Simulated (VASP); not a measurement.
# Ru (P2_1/m) in VASP: further runs

Runs on Ru. Level: PBE. Tasks: single point.

Program: VASP 6.6.1. These are calculated values, not measurements. Logs are shortened: lines on timing, memory, paths and dates and some standing lists are left out, and cuts for length are marked.

### Step 1. The cell of the first run

Symmetry: P2_1/m, No. 11, monoclinic system. The conventional cell has a = 2.706 Å, b = 4.282 Å, c = 2.706 Å, α = 90.00°, β = 120.00°, γ = 90.00°. Ru (site symmetry m) has 12 Ru at 2.53 to 2.97 Å within 3.3 Å.

### Step 2. Single point, PBE (atom 1 (Ru) moved by (-0.450, +0.225) A along x and y)

File INCAR:

```
PREC = Accurate
ENCUT = 520
EDIFF = 1E-6
ISMEAR = 0
SIGMA = 0.15
LREAL = False
LASPH = True
NELM = 80
ALGO = Fast
ISIF = 2
LWAVE = False
LCHARG = True
GGA = PE
LELF = True
LVHAR = True
NBANDS = 21
```

File KPOINTS:

```
regular mesh
0
Gamma
  24 24 12
```

File POSCAR:

```
Ru
1.0
    2.7057993342      0.0000000000      0.0000000000
   -1.3528996671      2.3432909610      0.0000000000
    0.0000000000      0.0000000000      4.2819000000
Ru
2
Direct
    0.2150332860      0.7626854726      0.2500000000
    0.6666666667      0.3333333333      0.7500000000
```

Potentials or basis: VASP PAW PBE potentials, release 64 (Ru_pv).

On the command line:

```sh
cat potpaw_PBE.64/Ru_pv/POTCAR > POTCAR
mpirun -np 1 vasp_std > vasp.out
```

OUTCAR:

```text
PREC = Accurate
   ENCUT = 520
   EDIFF = 1E-6
   ISMEAR = 0
   LREAL = False
   LASPH = True
   NELM = 80
   ISIF = 2
   GGA = PE

 ion  position               nearest neighbor table
   1  0.215  0.763  0.250-   2 2.53   2 2.53   2 2.56   2 2.56   2 2.97   2 2.97
   2  0.667  0.333  0.750-   1 2.53   1 2.53   1 2.56   1 2.56   1 2.97   1 2.97

  LATTYP: Found a hexagonal cell.
 ALAT       =     2.7057993342
 C/A-ratio  =     1.5824898565

  Lattice vectors:

 A1 = (   2.7057993342,   0.0000000000,   0.0000000000)
 A2 = (  -1.3528996671,   2.3432909610,   0.0000000000)
 A3 = (   0.0000000000,   0.0000000000,   4.2819000000)

Analysis of symmetry for initial positions (statically):
=====================================================================
 Subroutine PRICEL returns:
 Original cell was already a primitive cell.

 Routine SETGRP: Setting up the symmetry group for a
 hexagonal supercell.

 Subroutine GETGRP returns: Found  4 space group operations
 (whereof  1 operations were pure point group operations)
 out of a pool of 24 trial point group operations.

The static configuration has the point symmetry C_1 .
 The point group associated with its full space group is C_2h.

Analysis of symmetry for dynamics (positions and initial velocities):
=====================================================================
 Subroutine PRICEL returns:
 Original cell was already a primitive cell.

 Routine SETGRP: Setting up the symmetry group for a
 hexagonal supercell.

 Subroutine GETGRP returns: Found  4 space group operations
 (whereof  1 operations were pure point group operations)
 out of a pool of 24 trial point group operations.

The dynamic configuration has the point symmetry C_1 .
 The point group associated with its full space group is C_2h.

 Subroutine INISYM returns: Found  4 space group operations
 (whereof  1 operations are pure point group operations),
 and found     1 'primitive' translations

----------------------------------------------------------------------------------------

                                     Primitive cell

  volume of cell :      27.1493

  direct lattice vectors                    reciprocal lattice vectors
     2.705799334  0.000000000  0.000000000     0.369576556  0.213375124  0.000000000
    -1.352899667  2.343290961  0.000000000     0.000000000  0.426750249  0.000000000
     0.000000000  0.000000000  4.281900000     0.000000000  0.000000000  0.233541185
[... 76 lines left out ...]
   ISTART =      0    job   : 0-new  1-cont  2-samecut
   ICHARG =      2    charge: 1-file 2-atom 10-const
   ISPIN  =      1    spin polarized calculation?
   LNONCOLLINEAR =      F non collinear calculations
   LSORBIT =      F    spin-orbit coupling
   LASPH  =      T    aspherical Exc in radial PAW
   ENCUT  =  520.0 eV  38.22 Ry    6.18 a.u.   5.03  5.03  7.96*2*pi/ulx,y,z
   NELM   =     80;   NELMIN=  2; NELMDL= -5     # of ELM steps
   EDIFF  = 0.1E-05   stopping-criterion for ELM
   LREAL  =      F    real-space projection
   EDIFFG = 0.1E-04   stopping-criterion for IOM
   NSW    =      0    number of steps for IOM
   IBRION =     -1    ionic relax: 0-MD 1-quasi-New 2-CG
   NFREE  =      0    steps in history (QN), initial steepest desc. (CG)
   ISIF   =      2    stress and relaxation
   ISYM   =      2    0-nonsym 1-usesym 2-fastsym
   POTIM  = 0.5000    time-step for ionic-motion
   TEBEG  =    0.0;   TEEND  =   0.0 temperature during run
   PSTRESS=    0.0 pullay stress
   NELECT =      28.0000    total number of electrons
   NUPDOWN=      -1.0000    fix difference up-down
   EMIN   =  10.00;   EMAX   =-10.00  energy-range for DOS
   EFERMI =   0.00;   METHOD = LEGACY
   ISMEAR =     0;   SIGMA  =   0.15  broadening in eV -4-tet -1-fermi 0-gaus
   EFERMI_NEDOS =   21; number of points for ismear=-14 and -15
   IALGO  =     68    algorithm
   IMIX   =      4    mixing-type and parameters
     AMIX     =   0.40;   BMIX     =  1.00
     AMIX_MAG =   1.60;   BMIX_MAG =  1.00
  volume/ion in A,a.u.               =      13.57        91.61
  Fermi-wavevector in a.u.,A,eV,Ry     =   1.654022  3.125649 37.222686  2.735790
  Thomas-Fermi vector in A             =   2.742361
   LORBIT       =      0    0 simple, 1 ext, 2 COOP (PROOUT), +10 PAW based schemes
   GGA     = PE    functional components
   LHFCALC =     F    Hartree Fock is set to
   AEXX    =    0.0000 exact exchange contribution
   IVDW    =     0    specifies the selected vdW correction
   LEPSILON=     F    determine dielectric tensor
   LRPA    =     F    only Hartree local field effects (RPA)
 non-spin polarized calculation
 RMM-DIIS sequential band-by-band and
 Gauss-broadening in eV      SIGMA  =   0.15
  energy-cutoff  :      520.00
  volume of cell :       27.15
 maximum number of plane-waves:       756
   NGX =  9   NGY =  9   NGZ = 15

 number of electron      28.0000007 magnetization

 Free energy of the ion-electron system (eV)
  ---------------------------------------------------
  ext. energy  EPLUGINS =         0.00000000
  ---------------------------------------------------
  free energy    TOTEN  =       -17.63369211 eV

  energy without entropy =      -17.60505179  energy(sigma->0) =      -17.61937195

 E-fermi :  12.9805     XC(G=0): -14.1007

 val. band max:       12.9804683336   @ k =   0.2917  -0.0833   0.0000
 cond. band min:      12.9807161313   @ k =   0.1250   0.2083   0.0000
 fundamental gap:      0.0002477976
 Fermi energy:        12.9805217797

 k-point     1 :       0.0000    0.0000    0.0000
  band No.  band energies     occupation
      1     -30.8441      2.00000
      2     -29.8865      2.00000
      3     -29.7094      2.00000
      4     -29.6493      2.00000
      5     -29.5403      2.00000
      6     -29.5357      2.00000
[... 565 lines left out ...]
     20      23.4344      0.00000
     21      24.3167      0.00000

 [... further k-points ...]
[... 5 lines left out ...]
  --------------------------------------------------------------------------------------
  -------------------------------------------------------------------------------------
  Total        0.4432592      1.8211256      4.7558837      1.3325175      0.0000000      0.0000000
  in kB       26.1583292    107.4712177    280.6619126     78.6366809      0.0000000      0.0000000
  external PRESSURE =     138.0971532 kB  Pullay stress =       0.0000000 kB

 VOLUME and BASIS-vectors are now :
 -----------------------------------------------------------------------------
  energy-cutoff  :      520.00
  volume of cell :       27.15
      direct lattice vectors                 reciprocal lattice vectors
     2.705799334  0.000000000  0.000000000     0.369576556  0.213375124  0.000000000
    -1.352899667  2.343290961  0.000000000     0.000000000  0.426750249  0.000000000
     0.000000000  0.000000000  4.281900000     0.000000000  0.000000000  0.233541185

 POSITION                                       TOTAL-FORCE (eV/Angst)
 -----------------------------------------------------------------------------------
     -0.45000      1.78719      1.07048         2.308321     -1.205001      0.000000
      1.35290      0.78110      3.21143        -2.308321      1.205001     -0.000000
 -----------------------------------------------------------------------------------
    total drift:                                0.000003     -0.000008      0.000000

  FREE ENERGIE OF THE ION-ELECTRON SYSTEM (eV)
  ---------------------------------------------------
  free  energy   TOTEN  =       -17.6336921138 eV

  energy  without entropy=      -17.6050517855  energy(sigma->0) =      -17.61937195
```

OSZICAR:

```text
N       E                     dE             d eps       ncg     rms          rms(c)
DAV:   1     0.290085792740E+03    0.29009E+03   -0.17538E+04 85308   0.149E+03
DAV:   2    -0.129427004961E+02   -0.30303E+03   -0.29414E+03 87500   0.447E+02
DAV:   3    -0.187825824839E+02   -0.58399E+01   -0.58006E+01 99940   0.696E+01
DAV:   4    -0.188269945800E+02   -0.44412E-01   -0.44359E-01108481   0.579E+00
DAV:   5    -0.188275189603E+02   -0.52438E-03   -0.52053E-03 97549   0.557E-01    0.185E+01
RMM:   6    -0.177174314277E+02    0.11101E+01   -0.23544E+00 87250   0.129E+01    0.581E+00
RMM:   7    -0.176400516602E+02    0.77380E-01   -0.33832E-01 93209   0.441E+00    0.138E+00
RMM:   8    -0.176336547381E+02    0.63969E-02   -0.30436E-02 95874   0.161E+00    0.174E-01
RMM:   9    -0.176336485068E+02    0.62313E-05   -0.27541E-03 98021   0.469E-01    0.479E-02
RMM:  10    -0.176336937033E+02   -0.45197E-04   -0.44095E-04102058   0.199E-01    0.175E-02
RMM:  11    -0.176336911550E+02    0.25484E-05   -0.12305E-04104294   0.103E-01    0.709E-03
RMM:  12    -0.176336929681E+02   -0.18132E-05   -0.30739E-05109282   0.496E-02    0.430E-03
RMM:  13    -0.176336921138E+02    0.85432E-06   -0.74607E-06102375   0.271E-02
   1 F= -.17633692E+02 E0= -.17619372E+02  d E =-.286403E-01
```

stdout:

```text
POSCAR found type information on POSCAR Ru
 POSCAR found :  1 types and       2 ions
 scaLAPACK will be used
 LDA part: xc-table for (Slater+PW92), standard interpolation
 POSCAR, INCAR and KPOINTS ok, starting setup
 FFT: planning ... GRIDC
 FFT: planning ... GRID_SOFT
 FFT: planning ... GRID
 WAVECAR not read
 entering main loop
WARNING in EDDRMM: call to ZHEGV failed, returncode =   6  3     20
WARNING in EDDRMM: call to ZHEGV failed, returncode =   8  4     21
WARNING in EDDRMM: call to ZHEGV failed, returncode =   8  4     19
WARNING in EDDRMM: call to ZHEGV failed, returncode =   8  4     20
WARNING in EDDRMM: call to ZHEGV failed, returncode =   8  4     19
WARNING in EDDRMM: call to ZHEGV failed, returncode =   8  4     20
WARNING in EDDRMM: call to ZHEGV failed, returncode =   6  3     20
WARNING in EDDRMM: call to ZHEGV failed, returncode =   6  3     20
```

Run time: 16 min. Hardware: 1 thread of Intel Xeon Platinum 8375C at 2.90GHz (Ice Lake), shared host; peak memory 0.9 GiB.

Results:

| Item | Value |
| --- | --- |
| Free energy | -17.6337 eV |
| Pressure | 13.8 GPa |
| Largest force | 2.604 eV/Å |
| Band gap on the k mesh | zero (band 14 reaches 14.50 eV, above the bottom of band 15 at 11.48 eV) |

Forces in eV/Å, atoms in the order of the input:
```
Ru   2.308 -1.205  0.000
Ru  -2.308  1.205  0.000
```

Stress tensor (GPa, compression positive):
```
 2.62  7.86  0.00
 7.86 10.75  0.00
 0.00  0.00 28.07
```

Levels at points of the mesh, in eV from the Fermi level:
| k point | band 10 | band 11 | band 12 | band 13 | band 14 | band 15 | band 16 | band 17 | band 18 | band 19 |
| --- | --- | --- | --- | --- | --- | --- | --- | --- | --- | --- |
| (0.00, 0.00, 0.00) | -2.96 | -2.63 | -1.97 | -1.55 | -1.43 | -0.60 | 0.31 | 1.17 | 2.51 | 10.40 |
| (0.50, 0.00, 0.00) | -3.48 | -2.57 | -2.29 | -2.17 | 0.36 | 1.35 | 1.78 | 4.72 | 5.18 | 10.45 |
| (0.00, 0.50, 0.00) | -3.30 | -2.44 | -2.41 | -2.06 | 0.22 | 1.38 | 1.74 | 4.56 | 5.35 | 10.46 |
| (0.50, 0.50, 0.00) | -3.63 | -1.34 | -0.59 | -0.10 | 1.30 | 1.86 | 2.32 | 2.53 | 7.27 | 8.97 |
| (0.00, 0.00, 0.50) | -2.87 | -2.61 | -2.61 | -2.43 | -2.43 | -0.26 | -0.26 | 0.17 | 0.17 | 10.45 |
| (0.50, 0.00, 0.50) | -5.11 | -0.50 | -0.50 | 1.44 | 1.44 | 1.67 | 1.67 | 2.52 | 2.52 | 10.45 |
| (0.00, 0.50, 0.50) | -5.14 | -0.48 | -0.48 | 1.36 | 1.36 | 1.63 | 1.63 | 2.68 | 2.68 | 10.45 |
| (0.50, 0.50, 0.50) | -4.67 | -1.35 | -1.35 | -1.10 | -1.10 | 1.61 | 1.61 | 5.05 | 5.05 | 8.71 |

Caveat: the cell differs from its parent crystal (atom 1 (Ru) moved by (-0.450, +0.225) A along x and y); forces of over 1 eV/Å act on the atoms, so gaps and moduli don't describe the material at rest.

[end of part 1 of 2]
